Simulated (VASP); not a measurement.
# As (Fm-3m) in VASP: a series of runs

Runs on As. Level: LDA. Tasks: single point.

Program: VASP 6.6.1. These are calculated values, not measurements. Logs are shortened: lines on timing, memory, paths and dates and some standing lists are left out, and cuts for length are marked.

## 1. The cell of the first run

The structure is cubic, space group Fm-3m (No. 225). Conventional cell: a = 4.226 Å, b = 4.226 Å, c = 4.226 Å, α = 90.00°, β = 90.00°, γ = 90.00°. As (site symmetry m-3m) has 12 As at 2.99 Å within 3.9 Å.

## 2. Single point, LDA (volume scaled by 1.04)

The input, INCAR:

```
PREC = Accurate
ENCUT = 520
EDIFF = 1E-6
ISMEAR = -1
SIGMA = 0.1
LREAL = False
LASPH = True
NELM = 60
ALGO = Normal
ISIF = 2
LWAVE = False
LCHARG = False
GGA = CA
NBANDS = 8
```

The input, KPOINTS:

```
Automatic mesh
0
Gamma
  15 15 15
```

The input, POSCAR:

```
As
1.0
    0.0000000000      2.1131413529      2.1131413529
    2.1131413529      0.0000000000      2.1131413529
    2.1131413529      2.1131413529      0.0000000000
As
1
Direct
    0.0000000000      0.0000000000      0.0000000000
```

Potentials or basis: VASP PAW LDA potentials, release 64 (As).

Command:

```
$ cat potpaw_LDA.64/As/POTCAR > POTCAR
$ mpirun -np 1 vasp_std > vasp.out
```

OUTCAR:

```text
PREC = Accurate
   ENCUT = 520
   EDIFF = 1E-6
   ISMEAR = -1
   LREAL = False
   LASPH = True
   NELM = 60
   ISIF = 2
   GGA = CA

 ion  position               nearest neighbor table
   1  0.000  0.000  0.000-

  LATTYP: Found a face centered cubic cell.
 ALAT       =     4.2262827058

  Lattice vectors:

 A1 = (   0.0000000000,   2.1131413529,   2.1131413529)
 A2 = (   2.1131413529,   0.0000000000,   2.1131413529)
 A3 = (   2.1131413529,   2.1131413529,   0.0000000000)

Analysis of symmetry for initial positions (statically):
=====================================================================
 Subroutine PRICEL returns:
 Original cell was already a primitive cell.

 Routine SETGRP: Setting up the symmetry group for a
 face centered cubic supercell.

 Subroutine GETGRP returns: Found 48 space group operations
 (whereof 48 operations were pure point group operations)
 out of a pool of 48 trial point group operations.

The static configuration has the point symmetry O_h .

Analysis of symmetry for dynamics (positions and initial velocities):
=====================================================================
 Subroutine PRICEL returns:
 Original cell was already a primitive cell.

 Routine SETGRP: Setting up the symmetry group for a
 face centered cubic supercell.

 Subroutine GETGRP returns: Found 48 space group operations
 (whereof 48 operations were pure point group operations)
 out of a pool of 48 trial point group operations.

The dynamic configuration has the point symmetry O_h .

 Subroutine INISYM returns: Found 48 space group operations
 (whereof 48 operations are pure point group operations),
 and found     1 'primitive' translations

----------------------------------------------------------------------------------------

                                     Primitive cell

  volume of cell :      18.8719

  direct lattice vectors                    reciprocal lattice vectors
     0.000000000  2.113141353  2.113141353    -0.236614555  0.236614555  0.236614555
     2.113141353  0.000000000  2.113141353     0.236614555 -0.236614555  0.236614555
     2.113141353  2.113141353  0.000000000     0.236614555  0.236614555 -0.236614555

  length of vectors
     2.988433160  2.988433160  2.988433160     0.409828430  0.409828430  0.409828430

  position of ions in fractional coordinates (direct lattice)
     0.000000000  0.000000000  0.000000000

  ion indices of the primitive-cell ions
   primitive index   ion index
                 1           1

----------------------------------------------------------------------------------------

 KPOINTS: Automatic mesh

Automatic generation of k-mesh.
 Grid dimensions read from file:
 generate k-points for:   15   15   15

 Generating k-lattice:

  Cartesian coordinates                     Fractional coordinates (reciprocal lattice)
    -0.015774304  0.015774304  0.015774304     0.066666667  0.000000000  0.000000000
     0.015774304 -0.015774304  0.015774304     0.000000000  0.066666667  0.000000000
     0.015774304  0.015774304 -0.015774304     0.000000000  0.000000000  0.066666667

  Length of vectors
     0.027321895  0.027321895  0.027321895

  Shift w.r.t. Gamma in fractional coordinates (k-lattice)
     0.000000000  0.000000000  0.000000000

 Subroutine IBZKPT returns following result:
 ===========================================

 Found    120 irreducible k-points:

 Following reciprocal coordinates:
            Coordinates               Weight
  0.000000  0.000000  0.000000      1.000000
  0.066667  0.000000  0.000000      8.000000
  0.133333  0.000000  0.000000      8.000000
  0.200000  0.000000  0.000000      8.000000
  0.266667  0.000000  0.000000      8.000000
  0.333333  0.000000  0.000000      8.000000
[... 16 lines left out ...]
  0.133333  0.133333  0.000000      6.000000
  0.200000  0.133333  0.000000     24.000000
 [... further k-points ...]
   k-points           NKPTS =    120   k-points in BZ     NKDIM =    120   number of bands    NBANDS=      8
   number of dos      NEDOS =    301   number of ions     NIONS =      1
   total plane-waves  NPLWV =  13824
   dimension x,y,z NGX =    24 NGY =   24 NGZ =   24
   dimension x,y,z NGXF=    48 NGYF=   48 NGZF=   48
   ions per type =               1
   NGX,Y,Z   is equivalent  to a cutoff of  13.35, 13.35, 13.35 a.u.
   NGXF,Y,Z  is equivalent  to a cutoff of  26.70, 26.70, 26.70 a.u.
 SYSTEM =  unknown system
   PREC   = accura    normal or accurate (medium, high low for compatibility)
   ISTART =      0    job   : 0-new  1-cont  2-samecut
   ICHARG =      2    charge: 1-file 2-atom 10-const
   ISPIN  =      1    spin polarized calculation?
   LNONCOLLINEAR =      F non collinear calculations
   LSORBIT =      F    spin-orbit coupling
   LASPH  =      T    aspherical Exc in radial PAW
   ENCUT  =  520.0 eV  38.22 Ry    6.18 a.u.   5.56  5.56  5.56*2*pi/ulx,y,z
   NELM   =     60;   NELMIN=  2; NELMDL= -5     # of ELM steps
   EDIFF  = 0.1E-05   stopping-criterion for ELM
   LREAL  =      F    real-space projection
   EDIFFG = 0.1E-04   stopping-criterion for IOM
   NSW    =      0    number of steps for IOM
   IBRION =     -1    ionic relax: 0-MD 1-quasi-New 2-CG
   NFREE  =      0    steps in history (QN), initial steepest desc. (CG)
   ISIF   =      2    stress and relaxation
   ISYM   =      2    0-nonsym 1-usesym 2-fastsym
   POTIM  = 0.5000    time-step for ionic-motion
   TEBEG  =    0.0;   TEEND  =   0.0 temperature during run
   PSTRESS=    0.0 pullay stress
   NELECT =       5.0000    total number of electrons
   NUPDOWN=      -1.0000    fix difference up-down
   EMIN   =  10.00;   EMAX   =-10.00  energy-range for DOS
   EFERMI =   0.00;   METHOD = LEGACY
   ISMEAR =    -1;   SIGMA  =   0.10  broadening in eV -4-tet -1-fermi 0-gaus
   EFERMI_NEDOS =   21; number of points for ismear=-14 and -15
   IALGO  =     38    algorithm
   IMIX   =      4    mixing-type and parameters
     AMIX     =   0.40;   BMIX     =  1.00
     AMIX_MAG =   1.60;   BMIX_MAG =  1.00
  volume/ion in A,a.u.               =      18.87       127.35
  Fermi-wavevector in a.u.,A,eV,Ry     =   1.051460  1.986972 15.042181  1.105569
  Thomas-Fermi vector in A             =   2.186504
   LORBIT       =      0    0 simple, 1 ext, 2 COOP (PROOUT), +10 PAW based schemes
   GGA     = CA    functional components
   LHFCALC =     F    Hartree Fock is set to
   AEXX    =    0.0000 exact exchange contribution
   IVDW    =     0    specifies the selected vdW correction
   LEPSILON=     F    determine dielectric tensor
   LRPA    =     F    only Hartree local field effects (RPA)
 non-spin polarized calculation
  energy-cutoff  :      520.00
  volume of cell :       18.87
 maximum number of plane-waves:       531
   NGX = 11   NGY = 11   NGZ = 11

 number of electron       5.0000000 magnetization

 Free energy of the ion-electron system (eV)
  ---------------------------------------------------
  ext. energy  EPLUGINS =         0.00000000
  ---------------------------------------------------
  free energy    TOTEN  =        -4.89898658 eV

  energy without entropy =       -4.88160380  energy(sigma->0) =       -4.89029519

 E-fermi :   6.7025     XC(G=0): -10.9306

 val. band max:        6.6873394046   @ k =  -0.4667   0.4667   0.0667
 cond. band min:       6.7630351636   @ k =   0.2667   0.1333   0.0000
 fundamental gap:      0.0756957590
 Fermi energy:         6.7025469461

 k-point     1 :       0.0000    0.0000    0.0000
  band No.  band energies     occupation
      1      -8.5605      2.00000
      2      12.4088      0.00000
      3      12.4088      0.00000
      4      12.4088      0.00000
      5      19.1158      0.00000
      6      19.1158      0.00000
      7      19.1158      0.00000
      8      20.8610      0.00000

 k-point     2 :       0.0667    0.0000    0.0000
  band No.  band energies     occupation
      1      -8.4555      2.00000
      2      11.5440      0.00000
      3      12.2901      0.00000
      4      12.2901      0.00000
      5      18.6419      0.00000
      6      19.3432      0.00000
      7      19.3432      0.00000
      8      21.3172      0.00000

 k-point     3 :       0.1333    0.0000    0.0000
  band No.  band energies     occupation
      1      -8.1418      2.00000
      2       9.6051      0.00000
      3      11.9917      0.00000
      4      11.9917      0.00000
      5      17.9449      0.00000
      6      19.8560      0.00000
      7      19.8560      0.00000
      8      22.3620      0.00000

 k-point     4 :       0.2000    0.0000    0.0000
  band No.  band energies     occupation
      1      -7.6239      2.00000
      2       7.3583      0.00284
      3      11.6249      0.00000
      4      11.6249      0.00000
      5      17.3777      0.00000
      6      20.0332      0.00000
      7      20.0332      0.00000
      8      23.0304      0.00000

 k-point     5 :       0.2667    0.0000    0.0000
  band No.  band energies     occupation
      1      -6.9123      2.00000
      2       5.1276      2.00000
      3      11.2765      0.00000
      4      11.2765      0.00000
      5      16.9698      0.00000
      6      19.5096      0.00000
      7      19.5096      0.00000
      8      22.2901      0.00000

 k-point     6 :       0.3333    0.0000    0.0000
  band No.  band energies     occupation
      1      -6.0333      2.00000
      2       3.0575      2.00000
      3      10.9944      0.00000
      4      10.9944      0.00000
      5      16.7088      0.00000
      6      18.8473      0.00000
      7      18.8473      0.00000
      8      21.4210      0.00000

 k-point     7 :       0.4000    0.0000    0.0000
  band No.  band energies     occupation
      1      -5.0621      2.00000
      2       1.2735      2.00000
      3      10.8006      0.00000
      4      10.8006      0.00000
      5      16.5675      0.00000
      6      18.3416      0.00000
      7      18.3416      0.00000
      8      20.7725      0.00000

 k-point     8 :       0.4667    0.0000    0.0000
  band No.  band energies     occupation
      1      -4.2592      2.00000
      2       0.0595      2.00000
      3      10.7027      0.00000
      4      10.7027      0.00000
      5      16.5106      0.00000
      6      18.0756      0.00000
      7      18.0756      0.00000
      8      20.4283      0.00000

 k-point     9 :       0.0667    0.0667    0.0000
  band No.  band energies     occupation
      1      -8.4205      2.00000
      2      11.8658      0.00000
      3      11.9463      0.00000
      4      11.9463      0.00000
      5      18.0539      0.00000
      6      19.7591      0.00000
      7      19.7591      0.00000
      8      21.3054      0.00000

 k-point    10 :       0.1333    0.0667    0.0000
  band No.  band energies     occupation
      1      -8.1763      2.00000
      2      10.2827      0.00000
      3      11.4947      0.00000
      4      11.9287      0.00000
      5      17.5824      0.00000
      6      19.9681      0.00000
      7      20.4433      0.00000
      8      21.1777      0.00000
[... 78 lines left out ...]
 k-point    18 :      -0.3333    0.0667    0.0000
  band No.  band energies     occupation
      1      -5.6247      2.00000
      2       2.5054      2.00000
      3       9.8069      0.00000
      4      11.1300      0.00000
      5      17.2506      0.00000
      6      18.1706      0.00000
      7      18.6122      0.00000
      8      22.4337      0.00000

 k-point    19 :      -0.2667    0.0667    0.0000
  band No.  band energies     occupation
      1      -6.5453      2.00000
      2       4.4846      2.00000
      3       9.9788      0.00000
      4      11.5298      0.00000
      5      17.4381      0.00000
      6      18.9647      0.00000
      7      19.0935      0.00000
      8      22.8350      0.00000

 k-point    20 :      -0.2000    0.0667    0.0000
  band No.  band energies     occupation
      1      -7.3156      2.00000
      2       6.6511      1.25187
      3      10.2954      0.00000
      4      11.9312      0.00000
      5      17.7122      0.00000
      6      19.6721      0.00000
      7      19.8388      0.00000
      8      22.1431      0.00000

 k-point    21 :      -0.1333    0.0667    0.0000
  band No.  band energies     occupation
      1      -7.8989      2.00000
      2       8.8559      0.00000
      3      10.7544      0.00000
      4      12.2578      0.00000
      5      18.0426      0.00000
      6      19.7505      0.00000
      7      20.1740      0.00000
      8      21.9151      0.00000

 k-point    22 :      -0.0667    0.0667    0.0000
  band No.  band energies     occupation
      1      -8.2809      2.00000
      2      10.7112      0.00000
      3      11.4347      0.00000
      4      12.4044      0.00000
      5      18.3224      0.00000
      6      19.3820      0.00000
      7      19.8162      0.00000
      8      21.9171      0.00000

 k-point    23 :       0.1333    0.1333    0.0000
  band No.  band energies     occupation
      1      -8.0018      2.00000
      2      10.5546      0.00000
      3      10.9270      0.00000
      4      10.9270      0.00000
      5      16.5238      0.00000
      6      19.6823      0.00000
      7      21.3008      0.00000
      8      21.3008      0.00000

 k-point    24 :       0.2000    0.1333    0.0000
  band No.  band energies     occupation
      1      -7.6207      2.00000
      2       8.8593      0.00000
      3      10.4052      0.00000
      4      10.7845      0.00000
      5      16.2253      0.00000
      6      18.5222      0.00000
      7      21.5764      0.00000
      8      22.0666      0.00000

 [... further k-points ...]
[... 5 lines left out ...]
  --------------------------------------------------------------------------------------
  -------------------------------------------------------------------------------------
  Total       -0.3784558     -0.3784558     -0.3784558      0.0000000      0.0000000     -0.0000000
  in kB      -32.1299538    -32.1299538    -32.1299538      0.0000000      0.0000000     -0.0000000
  external PRESSURE =     -32.1299538 kB  Pullay stress =       0.0000000 kB

 VOLUME and BASIS-vectors are now :
 -----------------------------------------------------------------------------
  energy-cutoff  :      520.00
  volume of cell :       18.87
      direct lattice vectors                 reciprocal lattice vectors
     0.000000000  2.113141353  2.113141353    -0.236614555  0.236614555  0.236614555
     2.113141353  0.000000000  2.113141353     0.236614555 -0.236614555  0.236614555
     2.113141353  2.113141353  0.000000000     0.236614555  0.236614555 -0.236614555

 POSITION                                       TOTAL-FORCE (eV/Angst)
 -----------------------------------------------------------------------------------
      0.00000      0.00000      0.00000         0.000000      0.000000     -0.000000
 -----------------------------------------------------------------------------------
    total drift:                                0.000000      0.000000     -0.000000

  FREE ENERGIE OF THE ION-ELECTRON SYSTEM (eV)
  ---------------------------------------------------
  free  energy   TOTEN  =        -4.8989865812 eV

  energy  without entropy=       -4.8816037990  energy(sigma->0) =       -4.89029519
```

Wall time 13 s (1 thread of Intel Xeon 8259CL, shared host); peak memory 0.14 GiB.

What came out:

```
Free energy : -4.8990 eV
Pressure    : -3.2 GPa
```

## 3. Single point, LDA (volume scaled by 1.08)

The input, INCAR:

```
ALGO = Normal
EDIFF = 1E-7
ENCUT = 520
ISIF = 2
ISMEAR = -1
LASPH = True
LCHARG = False
LREAL = False
LWAVE = False
NBANDS = 8
NELM = 100
PREC = Accurate
SIGMA = 0.1
```

The input, KPOINTS:

```
k-points
0
Gamma
  15 15 15
```

The input, POSCAR:

```
As
1.0
    0.0000000000      2.1398928176      2.1398928176
    2.1398928176      0.0000000000      2.1398928176
    2.1398928176      2.1398928176      0.0000000000
As
1
Direct
    0.0000000000      0.0000000000      0.0000000000
```

Potentials or basis: VASP PAW LDA potentials, release 64 (As).

Command:

```
$ cat potpaw_LDA.64/As/POTCAR > POTCAR
$ mpirun -np 1 vasp_std > vasp.out
```

Wall time 13 s (1 thread of Intel Xeon 8259CL, shared host); peak memory 0.13 GiB.

The run converged. Its results:

- Free energy: -4.8778 eV
- Pressure: -6.1 GPa

Levels at points of the mesh, in eV from the Fermi level:
| k point | band 1 | band 2 | band 3 | band 4 | band 5 | band 6 |
| --- | --- | --- | --- | --- | --- | --- |
| (0.00, 0.00, 0.00) | -14.93 | 5.42 | 5.42 | 5.42 | 12.27 | 12.27 |

## 4. Single point, LDA (volume scaled by 1.12)

The input, INCAR:

```
PREC = Accurate
ENCUT = 520
EDIFF = 1E-7
ISMEAR = -1
SIGMA = 0.1
LREAL = F
LASPH = T
NELM = 80
ALGO = Normal
ISIF = 2
LWAVE = F
LCHARG = F
GGA = CA
NBANDS = 8
```

The input, KPOINTS:

```
regular mesh
0
Gamma
  15 15 15
```

The input, POSCAR:

```
As
1.0
    0.0000000000      2.1659916436      2.1659916436
    2.1659916436      0.0000000000      2.1659916436
    2.1659916436      2.1659916436      0.0000000000
As
1
Direct
    0.0000000000      0.0000000000      0.0000000000
```

Command:

```
$ cat potpaw_LDA.64/As/POTCAR > POTCAR
$ mpirun -np 1 vasp_std > vasp.out
```

It took 14 s on 1 thread of Intel Xeon 8259CL, shared host; peak memory 0.13 GiB.

The run converged. Its results:

```
Free energy : -4.8450 eV
Pressure    : -8.4 GPa
```

Levels at points of the mesh, in eV from the Fermi level:
| k point | band 1 | band 2 | band 3 | band 4 | band 5 | band 6 |
| --- | --- | --- | --- | --- | --- | --- |
| (0.00, 0.00, 0.00) | -14.62 | 5.15 | 5.15 | 5.15 | 12.13 | 12.13 |

## 5. The runs side by side

```csv
cell,gap on the mesh (eV),pressure (GPa)
"a = 2.988 Å, angles 60.0°, 1 atom",none,-3.2
"a = 3.026 Å, angles 60.0°, 1 atom",none,-6.1
"a = 3.063 Å, angles 60.0°, 1 atom",none,-8.4
```

Alike in all rows: task single point; level LDA; potentials or basis VASP PAW LDA potentials, release 64 (As); no spin polarisation; k mesh 15 × 15 × 15; cutoff (eV) 520; smearing fermi-dirac 0.1 eV.

Absolute energies hang on the potentials; compare differences alone.
